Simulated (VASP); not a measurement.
Set up this calculation in VASP 6.6.1, as the native input.

| Item | Value |
| --- | --- |
| Task | single point |
| Functional | PBE |
| Potentials or basis | VASP PAW PBE potentials, release 64 (Na_pv, H) |
| Cutoff | 520 eV |
| k mesh | 8 × 8 × 6 |
| Occupations | gaussian, width 0.1 eV |
| Spin | no spin polarisation |
| Dipole correction | no |
| Further INCAR settings | ALGO = Normal; EDIFF = 1e-06; NBANDS = 20 |

The structure of Na3H2 lies in POSCAR:

```
Na3H2
1.0
    4.3911846439      0.0000000000      0.0000000000
    0.0000000000      4.3911846439      0.0000000000
    0.0000000000      0.0000000000      7.6206876352
Na H
3 2
Direct
    0.0000000000      0.0000000000      0.0000000000
    0.5000000000      0.5000000000      0.5000000000
    0.0000000000      0.0000000000      0.5000000000
    0.5000000000      0.0000000000      0.5509523231
    0.0000000000      0.5000000000      0.4490476769
```

This cell differs from its parent crystal: atoms taken out.

These files were run (other wordings do the same):

INCAR

```
PREC     = Accurate       # precision mode
ENCUT    = 520            # plane-wave cutoff, eV
EDIFF    = 1E-6           # SCF threshold, eV
ISMEAR   = 0              # smearing method
SIGMA    = 0.1            # smearing width, eV
LREAL    = False          # projectors in reciprocal space
LASPH    = True           # aspherical terms in the spheres
NELM     = 100            # most SCF steps
ALGO     = Normal         # electronic algorithm
ISIF     = 2              # what is computed and relaxed
LWAVE    = False          # write WAVECAR
LCHARG   = True           # write CHGCAR
GGA      = PE             # functional
LELF     = True           # ELF
LVHAR    = True         
NBANDS   = 20             # bands
```

KPOINTS

```
Automatic mesh
0
Gamma
  8 8 6
```

Potentials or basis: VASP PAW PBE potentials, release 64 (Na_pv, H).

Command:

```bash
$ cat potpaw_PBE.64/Na_pv/POTCAR potpaw_PBE.64/H/POTCAR > POTCAR
$ mpirun -np 1 vasp_std > vasp.out
```

It gave:

| Item | Value |
| --- | --- |
| Pressure | 0.0 GPa |
| Largest force | 0.004 eV/Å |
| Band gap on the k mesh | zero (an odd number of electrons rules out a gap without spin polarisation) |

Caveat: the cell differs from its parent crystal (atoms taken out).

It took 94 s on 1 thread of Intel(R) Xeon(R) Platinum 8488C (Sapphire Rapids), with other jobs on the host, peak memory 0.33 GiB.
